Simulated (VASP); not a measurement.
# Zn4SnN (P4/mmm) in VASP: a series of runs, part 2 of 2

VASP 6.6.1. Earlier steps stand in the parts before.

## 3. Single point, PBE

This run uses another cell than the first one, of 17.08 Å³/atom.

File INCAR:

```
SYSTEM = Zn4SnN
  PREC = Accurate
  ENCUT = 520
  EDIFF = 1E-6
  ISMEAR = 0
  SIGMA = 0.1
  LREAL = .False.
  LASPH = .True.
  NELM = 80
  ALGO = Normal
  ISIF = 2
  LWAVE = .False.
  LCHARG = .True.
  GGA = PE
  LELF = .True.
  LVHAR = .True.
  NBANDS = 42
```

File KPOINTS:

```
Automatic mesh
0
Gamma
  4 4 4
  0 0 0
```

File POSCAR:

```
Zn4SnN
1.0
    3.8370897245      0.0000000000      0.0000000000
    0.0000000000      3.8370897245      0.0000000000
    0.0000000000      0.0000000000      6.9617837593
Zn Sn N
4 1 1
Direct
    0.5000000000      0.0000000000      0.6936038221
    0.0000000000      0.5000000000      0.3063961779
    0.5000000000      0.0000000000      0.3063961779
    0.0000000000      0.5000000000      0.6936038221
    0.0000000000      0.0000000000      0.0000000000
    0.5000000000      0.5000000000      0.5000000000
```

Potentials or basis: VASP PAW PBE potentials, release 64 (Zn, Sn_d, N).

On the command line:

```console
$ cat potpaw_PBE.64/Zn/POTCAR potpaw_PBE.64/Sn_d/POTCAR potpaw_PBE.64/N/POTCAR > POTCAR
$ mpirun -np 1 vasp_std > vasp.out
```

OUTCAR:

```text
SYSTEM = Zn4SnN
   PREC = Accurate
   ENCUT = 520
   EDIFF = 1E-6
   ISMEAR = 0
   LREAL = .False.
   LASPH = .True.
   NELM = 80
   ISIF = 2
   GGA = PE

 ion  position               nearest neighbor table
   1  0.500  0.000  0.694-   6 2.34   6 2.34   3 2.70   4 2.71   4 2.71   4 2.71   4 2.71   5 2.87
                             5 2.87
   2  0.000  0.500  0.306-   6 2.34   6 2.34   4 2.70   3 2.71   3 2.71   3 2.71   3 2.71   5 2.87
                             5 2.87
   3  0.500  0.000  0.306-   6 2.34   6 2.34   1 2.70   2 2.71   2 2.71   2 2.71   2 2.71   5 2.87
                             5 2.87
   4  0.000  0.500  0.694-   6 2.34   6 2.34   2 2.70   1 2.71   1 2.71   1 2.71   1 2.71   5 2.87
                             5 2.87
   5  0.000  0.000  0.000-   1 2.87   2 2.87   3 2.87   4 2.87   2 2.87   4 2.87   1 2.87   3 2.87

   6  0.500  0.500  0.500-   1 2.34   2 2.34   3 2.34   4 2.34   1 2.34   3 2.34   2 2.34   4 2.34

  LATTYP: Found a simple tetragonal cell.
 ALAT       =     3.8370897245
 C/A-ratio  =     1.8143395800

  Lattice vectors:

 A1 = (   3.8370897245,   0.0000000000,   0.0000000000)
 A2 = (   0.0000000000,   3.8370897245,   0.0000000000)
 A3 = (   0.0000000000,   0.0000000000,   6.9617837593)

Analysis of symmetry for initial positions (statically):
=====================================================================
 Subroutine PRICEL returns:
 Original cell was already a primitive cell.

 Routine SETGRP: Setting up the symmetry group for a
 simple tetragonal supercell.

 Subroutine GETGRP returns: Found 16 space group operations
 (whereof 16 operations were pure point group operations)
 out of a pool of 16 trial point group operations.

The static configuration has the point symmetry D_4h.

Analysis of symmetry for dynamics (positions and initial velocities):
=====================================================================
 Subroutine PRICEL returns:
 Original cell was already a primitive cell.

 Routine SETGRP: Setting up the symmetry group for a
 simple tetragonal supercell.

 Subroutine GETGRP returns: Found 16 space group operations
 (whereof 16 operations were pure point group operations)
 out of a pool of 16 trial point group operations.

The dynamic configuration has the point symmetry D_4h.

 Subroutine INISYM returns: Found 16 space group operations
 (whereof 16 operations are pure point group operations),
 and found     1 'primitive' translations

----------------------------------------------------------------------------------------

                                     Primitive cell

  volume of cell :     102.5001

  direct lattice vectors                    reciprocal lattice vectors
     3.837089725  0.000000000  0.000000000     0.260614182  0.000000000  0.000000000
     0.000000000  3.837089725  0.000000000     0.000000000  0.260614182  0.000000000
     0.000000000  0.000000000  6.961783759     0.000000000  0.000000000  0.143641347

  length of vectors
     3.837089725  3.837089725  6.961783759     0.260614182  0.260614182  0.143641347

  position of ions in fractional coordinates (direct lattice)
     0.500000000  0.000000000  0.693603822
     0.000000000  0.500000000  0.306396178
     0.500000000  0.000000000  0.306396178
     0.000000000  0.500000000  0.693603822
     0.000000000  0.000000000  0.000000000
     0.500000000  0.500000000  0.500000000

[... 39 lines left out ...]
  0.500000  0.000000  0.000000      2.000000
  0.250000  0.250000  0.000000      4.000000
  0.500000  0.250000  0.000000      4.000000
  0.500000  0.500000  0.000000      1.000000
[... 10 lines left out ...]
  0.500000  0.250000  0.500000      4.000000
  0.500000  0.500000  0.500000      1.000000
   k-points           NKPTS =     18   k-points in BZ     NKDIM =     18   number of bands    NBANDS=     42
   number of dos      NEDOS =    301   number of ions     NIONS =      6
   total plane-waves  NPLWV =  48600
   dimension x,y,z NGX =    30 NGY =   30 NGZ =   54
   dimension x,y,z NGXF=    60 NGYF=   60 NGZF=  108
   ions per type =               4   1   1
   NGX,Y,Z   is equivalent  to a cutoff of  13.00, 13.00, 12.90 a.u.
   NGXF,Y,Z  is equivalent  to a cutoff of  26.00, 26.00, 25.79 a.u.
 SYSTEM =  Zn4SnN
   PREC   = accura    normal or accurate (medium, high low for compatibility)
   ISTART =      0    job   : 0-new  1-cont  2-samecut
   ICHARG =      2    charge: 1-file 2-atom 10-const
   ISPIN  =      1    spin polarized calculation?
   LNONCOLLINEAR =      F non collinear calculations
   LSORBIT =      F    spin-orbit coupling
   LASPH  =      T    aspherical Exc in radial PAW
   ENCUT  =  520.0 eV  38.22 Ry    6.18 a.u.   7.13  7.13 12.94*2*pi/ulx,y,z
   NELM   =     80;   NELMIN=  2; NELMDL= -5     # of ELM steps
   EDIFF  = 0.1E-05   stopping-criterion for ELM
   LREAL  =      F    real-space projection
   EDIFFG = 0.1E-04   stopping-criterion for IOM
   NSW    =      0    number of steps for IOM
   IBRION =     -1    ionic relax: 0-MD 1-quasi-New 2-CG
   NFREE  =      0    steps in history (QN), initial steepest desc. (CG)
   ISIF   =      2    stress and relaxation
   ISYM   =      2    0-nonsym 1-usesym 2-fastsym
   POTIM  = 0.5000    time-step for ionic-motion
   TEBEG  =    0.0;   TEEND  =   0.0 temperature during run
   PSTRESS=    0.0 pullay stress
   NELECT =      67.0000    total number of electrons
   NUPDOWN=      -1.0000    fix difference up-down
   EMIN   =  10.00;   EMAX   =-10.00  energy-range for DOS
   EFERMI =   0.00;   METHOD = LEGACY
   ISMEAR =     0;   SIGMA  =   0.10  broadening in eV -4-tet -1-fermi 0-gaus
   EFERMI_NEDOS =   21; number of points for ismear=-14 and -15
   IALGO  =     38    algorithm
   IMIX   =      4    mixing-type and parameters
     AMIX     =   0.40;   BMIX     =  1.00
     AMIX_MAG =   1.60;   BMIX_MAG =  1.00
  volume/ion in A,a.u.               =      17.08       115.28
  Fermi-wavevector in a.u.,A,eV,Ry     =   1.420774  2.684873 27.464697  2.018598
  Thomas-Fermi vector in A             =   2.541654
   LORBIT       =      0    0 simple, 1 ext, 2 COOP (PROOUT), +10 PAW based schemes
   GGA     = PE    functional components
   LHFCALC =     F    Hartree Fock is set to
   AEXX    =    0.0000 exact exchange contribution
   IVDW    =     0    specifies the selected vdW correction
   LEPSILON=     F    determine dielectric tensor
   LRPA    =     F    only Hartree local field effects (RPA)
 non-spin polarized calculation
 Gauss-broadening in eV      SIGMA  =   0.10
  energy-cutoff  :      520.00
  volume of cell :      102.50
 maximum number of plane-waves:      2784
 NGX is ok and might be reduce to    30
   NGX = 15   NGY = 15   NGZ = 25

 number of electron      66.9999925 magnetization

 Free energy of the ion-electron system (eV)
  ---------------------------------------------------
  ext. energy  EPLUGINS =         0.00000000
  ---------------------------------------------------
  free energy    TOTEN  =       -14.41513618 eV

  energy without entropy =      -14.39381634  energy(sigma->0) =      -14.40447626

 E-fermi :   4.1971     XC(G=0): -10.7756

 val. band max:        4.1786581322   @ k =   0.2500   0.2500   0.0000
 cond. band min:       4.2116792125   @ k =   0.2500   0.2500   0.0000
 fundamental gap:      0.0330210803
 Fermi energy:         4.1971063465

 k-point     1 :       0.0000    0.0000    0.0000
  band No.  band energies     occupation
      1     -17.3415      2.00000
      2     -17.3205      2.00000
      3     -17.3205      2.00000
      4     -17.3180      2.00000
      5     -17.2857      2.00000
      6     -10.7737      2.00000
[... 799 lines left out ...]
     41       7.6286      0.00000
     42       9.9136      0.00000

------------------------ aborting loop because EDIFF is reached ----------------------------------------

  FORCE on cell =-STRESS in cart. coord.  units (eV):
  Direction    XX          YY          ZZ          XY          YZ          ZX
  --------------------------------------------------------------------------------------
  -------------------------------------------------------------------------------------
  Total        0.0503925      0.0503925      0.1325468      0.0000000     -0.0000000     -0.0000000
  in kB        0.7876837      0.7876837      2.0718355      0.0000000     -0.0000000     -0.0000000
  external PRESSURE =       1.2157343 kB  Pullay stress =       0.0000000 kB

 VOLUME and BASIS-vectors are now :
 -----------------------------------------------------------------------------
  energy-cutoff  :      520.00
  volume of cell :      102.50
      direct lattice vectors                 reciprocal lattice vectors
     3.837089725  0.000000000  0.000000000     0.260614182  0.000000000  0.000000000
     0.000000000  3.837089725  0.000000000     0.000000000  0.260614182  0.000000000
     0.000000000  0.000000000  6.961783759     0.000000000  0.000000000  0.143641347

 POSITION                                       TOTAL-FORCE (eV/Angst)
 -----------------------------------------------------------------------------------
      1.91854      0.00000      4.82872        -0.000000     -0.000000      0.008958
      0.00000      1.91854      2.13306        -0.000000      0.000000     -0.008958
      1.91854      0.00000      2.13306         0.000000     -0.000000     -0.008958
      0.00000      1.91854      4.82872        -0.000000      0.000000      0.008958
      0.00000      0.00000      0.00000        -0.000000      0.000000      0.000000
      1.91854      1.91854      3.48089        -0.000000      0.000000      0.000000
 -----------------------------------------------------------------------------------
    total drift:                                0.000000      0.000000      0.000000

  FREE ENERGIE OF THE ION-ELECTRON SYSTEM (eV)
  ---------------------------------------------------
  free  energy   TOTEN  =       -14.4151361774 eV

  energy  without entropy=      -14.3938163362  energy(sigma->0) =      -14.40447626
```

Wall time 43 s (1 thread of Intel Xeon 6975P-C (Granite Rapids), shared host); peak memory 0.24 GiB.

Results:

```
Free energy            : -14.4151 eV
Pressure               : 0.1 GPa
Largest force          : 0.009 eV/Å
Band gap on the k mesh : zero (an odd number of electrons rules out a gap without spin polarisation)
```

Forces on the atoms (eV/Å):
```
Zn   0.000  0.000  0.009
Zn   0.000  0.000 -0.009
Zn   0.000  0.000 -0.009
Zn   0.000  0.000  0.009
Sn   0.000  0.000  0.000
N    0.000  0.000  0.000
```

Stress tensor (GPa, compression positive):
```
0.08 0.00 0.00
0.00 0.08 0.00
0.00 0.00 0.21
```

Caveat: the k points lie up to 0.41 Å⁻¹ apart, too coarse for converged energies and pressures of a metal; spin-orbit coupling is left out, which moves the levels of the heavy elements.
